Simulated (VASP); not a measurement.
# Al3B2Sb (P6/mmm) in VASP: single point with PBE

Aim: the single point of Al3B2Sb with PBE.

All numbers are computed with VASP 6.6.1; they aren't measurements. Logs are shortened: lines on timing, memory, paths and dates and some standing lists are left out, and cuts for length are marked.

**1. The cell of the first run**

Symmetry: P6/mmm, No. 191, hexagonal system. The conventional cell has a = 4.952 Å, b = 4.952 Å, c = 6.101 Å, α = 90.00°, β = 90.00°, γ = 120.00°. Within 3.3 Å of Al (site symmetry mmm) lie 4 Al at 2.48 Å and 4 B at 2.61 Å. B (site symmetry 6mm) has 1 B at 1.64 Å and 1 Sb at 2.23 Å within 2.3 Å. Sb (site symmetry 6/mmm) has 2 B at 2.23 Å within 2.9 Å.

The cell was generated, and may not be a known phase.

**2. Single point, PBE**

The input, INCAR:

```
SYSTEM = Al3B2Sb
PREC     = Accurate       ! precision mode
ENCUT    = 560            ! plane-wave cutoff, eV
EDIFF    = 1E-6           ! SCF threshold, eV
ISMEAR   = 0              ! smearing method
SIGMA    = 0.1            ! smearing width, eV
LREAL    = .FALSE.        ! projectors in reciprocal space
LASPH    = .TRUE.         ! aspherical terms in the spheres
NELM     = 120            ! most SCF steps
ALGO     = Normal         ! electronic algorithm
ISIF     = 2              ! what is computed and relaxed
LWAVE    = .FALSE.        ! write WAVECAR
LCHARG   = .FALSE.        ! write CHGCAR
GGA      = PE             ! functional
NBANDS   = 24             ! bands
GGA_COMPAT= .FALSE.
```

The input, KPOINTS:

```
regular mesh
0
G
  12 12 6
  0 0 0
```

The input, POSCAR:

```
Al3B2Sb
1.0
    4.9518716551      0.0000000000      0.0000000000
   -2.4759358276      4.2884466496      0.0000000000
    0.0000000000      0.0000000000      6.1008289875
Al B Sb
3 2 1
Direct
    0.5000000000      0.0000000000      0.0000000000
    0.0000000000      0.5000000000      0.0000000000
    0.5000000000      0.5000000000      0.0000000000
    0.0000000000      0.0000000000      0.8654199855
    0.0000000000      0.0000000000      0.1345800145
    0.0000000000      0.0000000000      0.5000000000
```

Potentials or basis: VASP PAW PBE potentials, release 64 (Al, B, Sb_d_GW).

Command:

```console
$ cat potpaw_PBE.64/Al/POTCAR potpaw_PBE.64/B/POTCAR potpaw_PBE.64/Sb_d_GW/POTCAR > POTCAR
$ mpirun -np 1 vasp_std > vasp.out
```

OUTCAR:

```text
SYSTEM = Al3B2Sb
   PREC = Accurate
   ENCUT = 560
   EDIFF = 1E-6
   ISMEAR = 0
   LREAL = .FALSE.
   LASPH = .TRUE.
   NELM = 120
   ISIF = 2
   GGA = PE

 ion  position               nearest neighbor table
   1  0.500  0.000  0.000-   2 2.48   2 2.48   3 2.48   3 2.48   4 2.61   4 2.61   5 2.61   5 2.61

   2  0.000  0.500  0.000-   1 2.48   1 2.48   3 2.48   3 2.48   4 2.61   5 2.61   4 2.61   5 2.61

   3  0.500  0.500  0.000-   2 2.48   2 2.48   1 2.48   1 2.48   4 2.61   5 2.61   4 2.61   5 2.61

   4  0.000  0.000  0.865-   5 1.64   6 2.23   3 2.61   3 2.61   1 2.61   1 2.61   2 2.61   2 2.61

   5  0.000  0.000  0.135-   4 1.64   6 2.23   3 2.61   3 2.61   1 2.61   1 2.61   2 2.61   2 2.61

   6  0.000  0.000  0.500-   4 2.23   5 2.23

  LATTYP: Found a hexagonal cell.
 ALAT       =     4.9518716551
 C/A-ratio  =     1.2320248610

  Lattice vectors:

 A1 = (   4.9518716551,   0.0000000000,   0.0000000000)
 A2 = (  -2.4759358276,   4.2884466496,   0.0000000000)
 A3 = (   0.0000000000,   0.0000000000,   6.1008289875)

Analysis of symmetry for initial positions (statically):
=====================================================================
 Subroutine PRICEL returns:
 Original cell was already a primitive cell.

 Routine SETGRP: Setting up the symmetry group for a
 hexagonal supercell.

 Subroutine GETGRP returns: Found 24 space group operations
 (whereof 24 operations were pure point group operations)
 out of a pool of 24 trial point group operations.

The static configuration has the point symmetry D_6h.

Analysis of symmetry for dynamics (positions and initial velocities):
=====================================================================
 Subroutine PRICEL returns:
 Original cell was already a primitive cell.

 Routine SETGRP: Setting up the symmetry group for a
 hexagonal supercell.

 Subroutine GETGRP returns: Found 24 space group operations
 (whereof 24 operations were pure point group operations)
 out of a pool of 24 trial point group operations.

The dynamic configuration has the point symmetry D_6h.

 Subroutine INISYM returns: Found 24 space group operations
 (whereof 24 operations are pure point group operations),
 and found     1 'primitive' translations

----------------------------------------------------------------------------------------

                                     Primitive cell

  volume of cell :     129.5562

  direct lattice vectors                    reciprocal lattice vectors
     4.951871655  0.000000000  0.000000000     0.201943845  0.116592333  0.000000000
    -2.475935828  4.288446650  0.000000000     0.000000000  0.233184666  0.000000000
     0.000000000  0.000000000  6.100828987     0.000000000  0.000000000  0.163912151

  length of vectors
     4.951871655  4.951871655  6.100828987     0.233184666  0.233184666  0.163912151

  position of ions in fractional coordinates (direct lattice)
     0.500000000  0.000000000  0.000000000
     0.000000000  0.500000000  0.000000000
     0.500000000  0.500000000  0.000000000
     0.000000000  0.000000000  0.865419985
     0.000000000  0.000000000  0.134580015
     0.000000000  0.000000000  0.500000000

  ion indices of the primitive-cell ions
   primitive index   ion index
                 1           1
                 2           2
                 3           3
                 4           4
                 5           5
                 6           6

----------------------------------------------------------------------------------------

 KPOINTS: regular mesh

Automatic generation of k-mesh.
 Grid dimensions read from file:
 generate k-points for:   12   12    6

 Generating k-lattice:

  Cartesian coordinates                     Fractional coordinates (reciprocal lattice)
     0.016828654  0.009716028  0.000000000     0.083333333  0.000000000  0.000000000
     0.000000000  0.019432056  0.000000000     0.000000000  0.083333333  0.000000000
     0.000000000  0.000000000  0.027318692     0.000000000  0.000000000  0.166666667

  Length of vectors
     0.019432056  0.019432056  0.027318692

  Shift w.r.t. Gamma in fractional coordinates (k-lattice)
     0.000000000  0.000000000  0.000000000

 Subroutine IBZKPT returns following result:
 ===========================================

 Found     76 irreducible k-points:

 Following reciprocal coordinates:
            Coordinates               Weight
  0.000000  0.000000  0.000000      1.000000
  0.083333 -0.000000  0.000000      6.000000
  0.166667 -0.000000  0.000000      6.000000
  0.250000 -0.000000  0.000000      6.000000
  0.333333 -0.000000  0.000000      6.000000
  0.416667 -0.000000  0.000000      6.000000
[... 16 lines left out ...]
  0.250000 -0.000000  0.166667     12.000000
  0.333333 -0.000000  0.166667     12.000000
 [... further k-points ...]
   k-points           NKPTS =     76   k-points in BZ     NKDIM =     76   number of bands    NBANDS=     24
   number of dos      NEDOS =    301   number of ions     NIONS =      6
   total plane-waves  NPLWV =  76800
   dimension x,y,z NGX =    40 NGY =   40 NGZ =   48
   dimension x,y,z NGXF=    80 NGYF=   80 NGZF=   96
   ions per type =               3   2   1
   NGX,Y,Z   is equivalent  to a cutoff of  13.43, 13.43, 13.08 a.u.
   NGXF,Y,Z  is equivalent  to a cutoff of  26.86, 26.86, 26.16 a.u.
 SYSTEM =  Al3B2Sb
   PREC   = accura    normal or accurate (medium, high low for compatibility)
   ISTART =      0    job   : 0-new  1-cont  2-samecut
   ICHARG =      2    charge: 1-file 2-atom 10-const
   ISPIN  =      1    spin polarized calculation?
   LNONCOLLINEAR =      F non collinear calculations
   LSORBIT =      F    spin-orbit coupling
   LASPH  =      T    aspherical Exc in radial PAW
   ENCUT  =  560.0 eV  41.16 Ry    6.42 a.u.   9.55  9.55 11.77*2*pi/ulx,y,z
   NELM   =    120;   NELMIN=  2; NELMDL= -5     # of ELM steps
   EDIFF  = 0.1E-05   stopping-criterion for ELM
   LREAL  =      F    real-space projection
[... 7 lines left out ...]
   TEBEG  =    0.0;   TEEND  =   0.0 temperature during run
   PSTRESS=    0.0 pullay stress
   NELECT =      30.0000    total number of electrons
   NUPDOWN=      -1.0000    fix difference up-down
   EMIN   =  10.00;   EMAX   =-10.00  energy-range for DOS
   EFERMI =   0.00;   METHOD = LEGACY
   ISMEAR =     0;   SIGMA  =   0.10  broadening in eV -4-tet -1-fermi 0-gaus
   EFERMI_NEDOS =   21; number of points for ismear=-14 and -15
   IALGO  =     38    algorithm
   IMIX   =      4    mixing-type and parameters
     AMIX     =   0.40;   BMIX     =  1.00
     AMIX_MAG =   1.60;   BMIX_MAG =  1.00
  volume/ion in A,a.u.               =      21.59       145.71
  Fermi-wavevector in a.u.,A,eV,Ry     =   1.005300  1.899742 13.750440  1.010629
  Thomas-Fermi vector in A             =   2.137971
   LORBIT       =      0    0 simple, 1 ext, 2 COOP (PROOUT), +10 PAW based schemes
   GGA     = PE    functional components
   LHFCALC =     F    Hartree Fock is set to
   AEXX    =    0.0000 exact exchange contribution
   IVDW    =     0    specifies the selected vdW correction
   LEPSILON=     F    determine dielectric tensor
   LRPA    =     F    only Hartree local field effects (RPA)
 non-spin polarized calculation
 Gauss-broadening in eV      SIGMA  =   0.10
  energy-cutoff  :      560.00
  volume of cell :      129.56
 maximum number of plane-waves:      3936
 NGX is ok and might be reduce to    40
   NGX = 19   NGY = 19   NGZ = 23

 number of electron      30.0000016 magnetization

 Free energy of the ion-electron system (eV)
  ---------------------------------------------------
  ext. energy  EPLUGINS =         0.00000000
  ---------------------------------------------------
  free energy    TOTEN  =       -23.17465723 eV

  energy without entropy =      -23.15654937  energy(sigma->0) =      -23.16560330

 E-fermi :   3.8665     XC(G=0):  -8.7560

 val. band max:        3.8628517524   @ k =   0.4167   0.1667   0.1667
 cond. band min:       3.8665201227   @ k =   0.3333   0.3333   0.0000
 fundamental gap:      0.0036683703
 Fermi energy:         3.8664507466

 k-point     1 :       0.0000    0.0000    0.0000
  band No.  band energies     occupation
      1     -25.0951      2.00000
      2     -25.0394      2.00000
      3     -25.0394      2.00000
      4     -25.0235      2.00000
      5     -25.0235      2.00000
      6      -7.9422      2.00000
[... 16 lines left out ...]
     23       8.1858      0.00000
     24       8.6696      0.00000

 k-point     2 :       0.0833   -0.0000    0.0000
  band No.  band energies     occupation
      1     -25.0950      2.00000
      2     -25.0394      2.00000
      3     -25.0394      2.00000
      4     -25.0236      2.00000
      5     -25.0235      2.00000
      6      -7.9055      2.00000
[... 16 lines left out ...]
     23       8.3426      0.00000
     24       9.4450      0.00000

 k-point     3 :       0.1667   -0.0000    0.0000
  band No.  band energies     occupation
      1     -25.0950      2.00000
      2     -25.0394      2.00000
      3     -25.0393      2.00000
      4     -25.0236      2.00000
      5     -25.0235      2.00000
      6      -7.7994      2.00000
[... 16 lines left out ...]
     23       8.7716      0.00000
     24       9.6640      0.00000
[... 514 lines left out ...]
 k-point    23 :       0.2500   -0.0000    0.1667
  band No.  band energies     occupation
      1     -25.0949      2.00000
      2     -25.0394      2.00000
      3     -25.0391      2.00000
      4     -25.0236      2.00000
      5     -25.0236      2.00000
      6      -7.5676      2.00000
[... 16 lines left out ...]
     23       9.1702      0.00000
     24       9.1925      0.00000

 k-point    24 :       0.3333   -0.0000    0.1667
  band No.  band energies     occupation
      1     -25.0949      2.00000
      2     -25.0394      2.00000
      3     -25.0390      2.00000
      4     -25.0237      2.00000
      5     -25.0236      2.00000
      6      -7.3729      2.00000
[... 16 lines left out ...]
     23       9.1212      0.00000
     24       9.1495      0.00000

 [... further k-points ...]

------------------------ aborting loop because EDIFF is reached ----------------------------------------

  FORCE on cell =-STRESS in cart. coord.  units (eV):
  Direction    XX          YY          ZZ          XY          YZ          ZX
  --------------------------------------------------------------------------------------
  -------------------------------------------------------------------------------------
  Total       -0.0443759     -0.0443759     -0.0053425      0.0000000     -0.0000000      0.0000000
  in kB       -0.5487812     -0.5487812     -0.0660690      0.0000000     -0.0000000      0.0000000
  external PRESSURE =      -0.3878772 kB  Pullay stress =       0.0000000 kB

 VOLUME and BASIS-vectors are now :
 -----------------------------------------------------------------------------
  energy-cutoff  :      560.00
  volume of cell :      129.56
      direct lattice vectors                 reciprocal lattice vectors
     4.951871655  0.000000000  0.000000000     0.201943845  0.116592333  0.000000000
    -2.475935828  4.288446650  0.000000000     0.000000000  0.233184666  0.000000000
     0.000000000  0.000000000  6.100828987     0.000000000  0.000000000  0.163912151

 POSITION                                       TOTAL-FORCE (eV/Angst)
 -----------------------------------------------------------------------------------
      2.47594      0.00000      0.00000        -0.000000     -0.000000      0.000000
     -1.23797      2.14422      0.00000        -0.000000     -0.000000      0.000000
      1.23797      2.14422      0.00000        -0.000000     -0.000000      0.000000
      0.00000      0.00000      5.27978         0.000000      0.000000     -0.008553
      0.00000      0.00000      0.82105        -0.000000      0.000000      0.008553
      0.00000      0.00000      3.05041        -0.000000     -0.000000      0.000000
 -----------------------------------------------------------------------------------
    total drift:                                0.000000     -0.000000      0.000000

  FREE ENERGIE OF THE ION-ELECTRON SYSTEM (eV)
  ---------------------------------------------------
  free  energy   TOTEN  =       -23.1746572299 eV

  energy  without entropy=      -23.1565493699  energy(sigma->0) =      -23.16560330
```

Wall time 3.5 min (1 thread of Intel Xeon Platinum 8488C (Sapphire Rapids), shared host); peak memory 0.47 GiB.

What came out:

```yaml
Free_energy: -23.1747 eV
Pressure: 0.0 GPa
Largest_force: 0.009 eV/Å
Band_gap_on_the_k_mesh: zero (bands 15 and 16 overlap by 1.22 eV)
```

Forces in eV/Å, atoms in the order of the input:
```
Al   0.000  0.000  0.000
Al   0.000  0.000  0.000
Al   0.000  0.000  0.000
B    0.000  0.000 -0.009
B    0.000  0.000  0.009
Sb   0.000  0.000  0.000
```

Levels at points of the mesh, in eV from the Fermi level:
| k point | band 11 | band 12 | band 13 | band 14 | band 15 | band 16 | band 17 | band 18 | band 19 | band 20 |
| --- | --- | --- | --- | --- | --- | --- | --- | --- | --- | --- |
| (0.00, 0.00, 0.00) | -4.69 | -3.32 | -1.02 | -1.02 | -0.08 | 0.56 | 0.56 | 1.13 | 1.13 | 1.52 |
| (0.50, 0.00, 0.00) | -5.23 | -1.96 | -1.48 | 0.07 | 0.17 | 0.42 | 1.10 | 1.18 | 2.62 | 2.80 |
| (0.00, 0.00, 0.50) | -4.33 | -3.31 | -2.44 | -1.06 | -1.06 | -0.97 | -0.97 | 0.50 | 3.68 | 3.68 |
| (0.50, 0.00, 0.50) | -4.21 | -3.35 | -1.56 | -1.44 | -0.21 | 0.99 | 1.43 | 1.84 | 2.82 | 3.18 |

Caveat: spin-orbit coupling is left out, which moves the levels of the heavy elements.
